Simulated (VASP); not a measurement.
A run of VASP 6.6.1 is set up as follows.

Contents of INCAR:

```
SYSTEM = GaAs
PREC = Accurate ; ENCUT = 520
EDIFF = 1E-8 ; ISMEAR = -1
SIGMA = 0.05 ; LREAL = .FALSE.
LASPH = .TRUE. ; NELM = 60
ALGO = Normal ; ISIF = 2
LWAVE = .FALSE. ; LCHARG = .FALSE.
GGA = PE ; LEFG = .TRUE.
NBANDS = 16
```

Contents of KPOINTS:

```
Automatic mesh
0
G
  11 11 11
  0 0 0
```

File POSCAR:

```
GaAs
1.0
    0.0000000000      2.8640496607      2.8640496607
    2.8640496607      0.0000000000      2.8640496607
    2.8640496607      2.8640496607      0.0000000000
Ga As
1 1
Direct
    0.0000000000      0.0000000000      0.0000000000
    0.7500000000      0.7500000000      0.7500000000
```

Potentials or basis: VASP PAW PBE potentials, release 64 (Ga_d, As).

Launch:

```sh
$ cat potpaw_PBE.64/Ga_d/POTCAR potpaw_PBE.64/As/POTCAR > POTCAR
$ mpirun -np 1 vasp_std > vasp.out
```

(1) Estimate the pressure.

(2) What does it give for the band gap on the k mesh?

Answers

(1) 0.7 GPa.

(2) 0.23 eV, direct.

Caveat: without QUAD_EFG the Cq values of the log hold for a quadrupole moment of 1 mb, not for the nuclei.
